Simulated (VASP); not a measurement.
# Li2O (Fm-3m) in VASP: notebook, part 3 of 3

VASP 6.6.1.

### 6 Single point, PBE (volume changed by +10%)

Input file INCAR:

```
SYSTEM = Li2O
PREC = Accurate
ENCUT = 750
EDIFF = 1E-6
ISMEAR = 0
SIGMA = 0.01
LREAL = .False.
LASPH = .True.
NELM = 120
ALGO = Normal
ISIF = 2
LWAVE = .False.
LCHARG = .False.
GGA = PE
NBANDS = 13
GGA_COMPAT = .False.
```

Input file KPOINTS:

```
Automatic mesh
0
Gamma
  6 6 6
  0 0 0
```

Input file POSCAR:

```
Li2O
1.0
    0.0000000000      2.3601738103      2.3601738103
    2.3601738103      0.0000000000      2.3601738103
    2.3601738103      2.3601738103      0.0000000000
Li O
2 1
Direct
    0.7500000000      0.7500000000      0.7500000000
    0.2500000000      0.2500000000      0.2500000000
    0.0000000000      0.0000000000      0.0000000000
```

Potentials or basis: VASP PAW PBE potentials, release 64 (Li_sv, O).

Launch:

```sh
$ cat potpaw_PBE.64/Li_sv/POTCAR potpaw_PBE.64/O/POTCAR > POTCAR
$ mpirun -np 1 vasp_std > vasp.out
```

OUTCAR:

```text
SYSTEM = Li2O
   PREC = Accurate
   ENCUT = 750
   EDIFF = 1E-6
   ISMEAR = 0
   LREAL = .False.
   LASPH = .True.
   NELM = 120
   ISIF = 2
   GGA = PE

 ion  position               nearest neighbor table
   1  0.750  0.750  0.750-   3 2.04   3 2.04   3 2.04   3 2.04   2 2.36   2 2.36   2 2.36   2 2.36
                             2 2.36   2 2.36
   2  0.250  0.250  0.250-   3 2.04   3 2.04   3 2.04   3 2.04   1 2.36   1 2.36   1 2.36   1 2.36
                             1 2.36   1 2.36
   3  0.000  0.000  0.000-   1 2.04   1 2.04   1 2.04   1 2.04   2 2.04   2 2.04   2 2.04   2 2.04

  LATTYP: Found a face centered cubic cell.
 ALAT       =     4.7203476206

  Lattice vectors:

 A1 = (   0.0000000000,   2.3601738103,   2.3601738103)
 A2 = (   2.3601738103,   0.0000000000,   2.3601738103)
 A3 = (   2.3601738103,   2.3601738103,   0.0000000000)

Analysis of symmetry for initial positions (statically):
=====================================================================
 Subroutine PRICEL returns:
 Original cell was already a primitive cell.

 Routine SETGRP: Setting up the symmetry group for a
 face centered cubic supercell.

 Subroutine GETGRP returns: Found 48 space group operations
[... 175 lines left out ...]
      8      12.5697      0.00000
      9      12.5697      0.00000
     10      12.5697      0.00000
     11      19.3301      0.00000
     12      19.3301      0.00000
     13      19.3301      0.00000
[... 226 lines left out ...]
  band No.  band energies     occupation
      1     -41.9879      2.00000
      2     -41.9442      2.00000
      3     -14.0658      2.00000
      4      -0.5805      2.00000
      5      -0.4739      2.00000
      6      -0.3389      2.00000
      7       7.2344      0.00000
      8      11.8270      0.00000
      9      14.1450      0.00000
     10      14.6227      0.00000
     11      17.1148      0.00000
     12      20.2286      0.00000
     13      22.0328      0.00000

------------------------ aborting loop because EDIFF is reached ----------------------------------------

  FORCE on cell =-STRESS in cart. coord.  units (eV):
  Direction    XX          YY          ZZ          XY          YZ          ZX
  --------------------------------------------------------------------------------------
  -------------------------------------------------------------------------------------
  Total       -0.7634875     -0.7634875     -0.7634875      0.0000000     -0.0000000      0.0000000
  in kB      -46.5211607    -46.5211607    -46.5211607      0.0000000     -0.0000000      0.0000000
  external PRESSURE =     -46.5211607 kB  Pullay stress =       0.0000000 kB

 VOLUME and BASIS-vectors are now :
 -----------------------------------------------------------------------------
  energy-cutoff  :      750.00
  volume of cell :       26.29
      direct lattice vectors                 reciprocal lattice vectors
     0.000000000  2.360173810  2.360173810    -0.211848804  0.211848804  0.211848804
     2.360173810  0.000000000  2.360173810     0.211848804 -0.211848804  0.211848804
     2.360173810  2.360173810  0.000000000     0.211848804  0.211848804 -0.211848804

 POSITION                                       TOTAL-FORCE (eV/Angst)
 -----------------------------------------------------------------------------------
      3.54026      3.54026      3.54026        -0.000000      0.000000     -0.000000
      1.18009      1.18009      1.18009         0.000000     -0.000000      0.000000
      0.00000      0.00000      0.00000         0.000000     -0.000000     -0.000000
 -----------------------------------------------------------------------------------
    total drift:                                0.000000     -0.000000      0.000000

  FREE ENERGIE OF THE ION-ELECTRON SYSTEM (eV)
  ---------------------------------------------------
  free  energy   TOTEN  =       -14.3347434082 eV

  energy  without entropy=      -14.3347434082  energy(sigma->0) =      -14.33474341
```

OSZICAR:

```text
N       E                     dE             d eps       ncg     rms          rms(c)
DAV:   1     0.558927981607E+02    0.55893E+02   -0.70946E+03   416   0.124E+03
DAV:   2    -0.994549775179E+01   -0.65838E+02   -0.62647E+02   501   0.259E+02
DAV:   3    -0.160523880948E+02   -0.61069E+01   -0.60521E+01   765   0.559E+01
DAV:   4    -0.161030043626E+02   -0.50616E-01   -0.50610E-01   477   0.696E+00
DAV:   5    -0.161033662003E+02   -0.36184E-03   -0.36183E-03   613   0.486E-01    0.745E+00
DAV:   6    -0.143842315066E+02    0.17191E+01   -0.87740E+00   451   0.152E+01    0.299E+00
DAV:   7    -0.143393422610E+02    0.44889E-01   -0.23104E-01   506   0.317E+00    0.150E+00
DAV:   8    -0.143365325939E+02    0.28097E-02   -0.74041E-02   516   0.266E+00    0.462E-01
DAV:   9    -0.143343207334E+02    0.22119E-02   -0.58561E-03   519   0.651E-01    0.146E-01
DAV:  10    -0.143347749660E+02   -0.45423E-03   -0.10461E-03   476   0.246E-01    0.623E-02
DAV:  11    -0.143347412272E+02    0.33739E-04   -0.57805E-05   557   0.820E-02    0.139E-02
DAV:  12    -0.143347437553E+02   -0.25281E-05   -0.73421E-06   520   0.263E-02    0.656E-03
DAV:  13    -0.143347434082E+02    0.34713E-06   -0.28671E-06   526   0.142E-02
   1 F= -.14334743E+02 E0= -.14334743E+02  d E =0.000000E+00
```

stdout:

```text
POSCAR found type information on POSCAR LiO
 POSCAR found :  2 types and       3 ions
 scaLAPACK will be used
 LDA part: xc-table for (Slater+PW92), standard interpolation
 POSCAR, INCAR and KPOINTS ok, starting setup
 FFT: planning ... GRIDC
 FFT: planning ... GRID_SOFT
 FFT: planning ... GRID
 WAVECAR not read
 entering main loop
```

Wall time 16 s (1 thread of Intel Xeon 8259CL, shared host); peak memory 0.16 GiB.

Results:

```
Free energy            : -14.3347 eV
Pressure               : -4.7 GPa
Band gap on the k mesh : 4.81 eV, direct
```

Levels at points of the mesh, in eV from the valence-band top:
| k point | band 4 | band 5 | band 6 | band 7 | band 8 | band 9 |
| --- | --- | --- | --- | --- | --- | --- |
| (0.00, 0.00, 0.00) | 0.00 | 0.00 | 0.00 | 4.81 | 11.56 | 11.56 |
| (0.50, 0.00, 0.00) | -2.62 | -0.41 | -0.41 | 8.79 | 9.19 | 11.70 |
| (0.50, 0.50, 0.00) | -1.55 | -1.28 | -1.28 | 4.85 | 12.94 | 12.94 |

 A k mesh can miss the band edges.

### 7 Summary

```tsv
cell	gap on the mesh (eV)	pressure (GPa)
a = 3.122 Å, angles 60.0°, 3 atoms	5.23	14.5
a = 3.233 Å, angles 60.0°, 3 atoms	5.04	2.7
a = 3.179 Å, angles 60.0°, 3 atoms	5.13	7.9
a = 3.286 Å, angles 60.0°, 3 atoms	4.94	-1.4
a = 3.338 Å, angles 60.0°, 3 atoms	4.81	-4.7
```

Alike in all rows: task single point; level PBE; potentials or basis VASP PAW PBE potentials, release 64 (Li_sv, O); no spin polarisation; k mesh 6 × 6 × 6; cutoff (eV) 750; smearing gaussian 0.01 eV.

Absolute energies hang on the potentials; compare differences alone.
